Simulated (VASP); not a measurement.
Write the native input for VASP 6.6.1 that does the following.

- Task: relaxation of cell and atoms
- Functional: PBE
- Potentials or basis: VASP PAW PBE potentials, release 64 (Ge_d)
- Cutoff: 600 eV
- k mesh: 6 × 6 × 4
- Occupations: gaussian, width 0.1 eV
- Spin: no spin polarisation
- Dipole correction: no
- Further INCAR settings: ALGO = Normal; EDIFF = 1e-06; IBRION = 2; EDIFFG = -0.04; NSW = 90; ISIF = 3

The structure of Ge lies in POSCAR:

```
Ge
1.0
    1.7853927867     -5.6636327071      0.0000000000
    1.7853927867      5.6636327071      0.0000000000
    0.0000000000      0.0000000000      4.7250878585
Ge
4
Direct
    0.0980000000      0.9020000000      0.9100000000
    0.5980000000      0.4020000000      0.5900000000
    0.9020000000      0.0980000000      0.0900000000
    0.4020000000      0.5980000000      0.4100000000
```

These files were run (other wordings do the same):

INCAR

```
SYSTEM = Ge
  PREC = Accurate
  ENCUT = 600
  EDIFF = 1E-6
  ISMEAR = 0
  SIGMA = 0.1
  LREAL = .FALSE.
  LASPH = .TRUE.
  NELM = 60
  ALGO = Normal
  ISIF = 3
  LWAVE = .FALSE.
  LCHARG = .FALSE.
  GGA = PE
  IBRION = 2
  NSW = 90
  EDIFFG = -0.04
```

KPOINTS

```
Automatic mesh
0
G
  6 6 4
  0 0 0
```

Potentials or basis: VASP PAW PBE potentials, release 64 (Ge_d).

Run with:

```sh
$ cat potpaw_PBE.64/Ge_d/POTCAR > POTCAR
$ mpirun -np 1 vasp_std > vasp.out
```

It gave:

The relaxed volume is 21.35 Å³/atom, the relaxed cell is a = 4.916 Å, b = 4.916 Å, c = 4.007 Å, α = 90.00°, β = 90.00°, γ = 118.13° and the space group after relaxing (to 0.1 Å) is Cmce (No. 64). The energy gained by relaxing is 471.1 meV/atom and the ionic steps are 32. The pressure after relaxing is 0.1 GPa, the largest force after relaxing is 0.039 eV/Å and the band gap on the k mesh is zero (bands 28 and 29 overlap by 1.48 eV).

Caveat: a cell axis changed by over 15 % at a fixed basis, so the end point is rough.

Wall time 55 min on 1 thread of Intel(R) Xeon(R) Platinum 8259CL CPU @ 2.50GHz (Skylake/Cascade Lake), on a shared host, peak memory 0.38 GiB.
